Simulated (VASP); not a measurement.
Input of a VASP 6.6.1 run:

POSCAR

```
Si3N4
1.0
    7.8338339775      0.0000000000      0.0000000000
   -3.9169169887      6.7842992335      0.0000000000
    0.0000000000      0.0000000000      2.9928158604
Si N
6 8
Direct
    0.2264732742      0.8207171816      0.7500000000
    0.4057560927      0.2264732742      0.2500000000
    0.8207171816      0.5942439073      0.2500000000
    0.1792828184      0.4057560927      0.7500000000
    0.5942439073      0.7735267258      0.7500000000
    0.7735267258      0.1792828184      0.2500000000
    0.3333333333      0.6666666667      0.7500000000
    0.6666666667      0.3333333333      0.2500000000
    0.9647105422      0.6688668893      0.7500000000
    0.2958436529      0.9647105422      0.2500000000
    0.6688668893      0.7041563471      0.2500000000
    0.3311331107      0.2958436529      0.7500000000
    0.0352894578      0.3311331107      0.2500000000
    0.7041563471      0.0352894578      0.7500000000
```

The input INCAR.step1:

```
  PREC = Accurate
  ENCUT = 520
  ISMEAR = 0
  SIGMA = 0.01
  LREAL = False
  LASPH = True
  NELM = 80
  NBANDS = 45
  GGA = PE
  ALGO = Normal
  EDIFF = 1E-4
  LWAVE = True
  LCHARG = False
```

Contents of INCAR.step2:

```
  PREC = Accurate
  ENCUT = 520
  EDIFF = 1E-7
  ISMEAR = 0
  SIGMA = 0.01
  LREAL = False
  LASPH = True
  NELM = 80
  ALGO = Normal
  ISIF = 2
  LWAVE = False
  LCHARG = False
  METAGGA = R2SCAN
  LMIXTAU = True
  NBANDS = 45
  ISTART = 1
```

The input KPOINTS:

```
Automatic mesh
0
Gamma
  6 6 8
```

Potentials or basis: VASP PAW PBE potentials, release 64 (Si, N).

The run is started by

```console
$ cat potpaw_PBE.64/Si/POTCAR potpaw_PBE.64/N/POTCAR > POTCAR
$ cp INCAR.step1 INCAR
$ mpirun -np 1 vasp_std > vasp.out
$ cp INCAR.step2 INCAR
$ mpirun -np 1 vasp_std > vasp.out
```

Q: Estimate the band gap on the k mesh.

A: 4.51 eV (least direct gap 4.69 eV).

Q: What does it give for the pressure?

A: -19.2 GPa.

Stress tensor (GPa, compression positive):
```
-18.83   0.00   0.00
  0.00 -18.83   0.00
  0.00   0.00 -19.97
```

Caveat: the cell differs from its parent crystal (strain +3.0%); the cell stands under tension; the PAW data sets were made with another functional, which shifts forces and pressure a little. A k mesh can miss the band edges.
